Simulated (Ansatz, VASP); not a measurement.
**One calculation of SbPb, two programs**

```
Sb Pb
1.0
     0.00000    3.01935    3.18511
     3.01935    0.00000    3.18511
     3.01935    3.01935    0.00000
Sb Pb
1 1
Direct
  0.50000 0.50000 0.50000
  0.00000 0.00000 0.00000
```

Alike in both runs: task single point; functional LDA; k mesh 14 × 14 × 14; occupations gaussian, width 0.15 eV; no spin polarisation.

```csv
,VASP,Ansatz
version,VASP 6.6.1,Ansatz 0.2.0
potentials or method,"VASP PAW LDA potentials, release 64 (Sb, Pb_d), cutoff 520 eV","scalar-relativistic, plane waves, PAW"
valence electrons in the cell,19,29
```

```tsv
	VASP	Ansatz	Ansatz less VASP
gap on the k mesh at the Fermi level (eV)	none	none	-
pressure (GPa)	2.0	1.9	-0.09
traceless stress, the component that is largest in VASP (GPa)	-3.75	-3.72	+0.034
```

LDA's correlation is that of Perdew and Zunger in VASP and of Perdew and Wang (1992) in Ansatz. A gap of «none» marks a metal or a gap that the smearing closes. VASP's potentials hold 19 valence electrons a cell and Ansatz's 29, so a difference there can come from the potentials and not from the codes.

Neither program's run includes spin-orbit coupling.
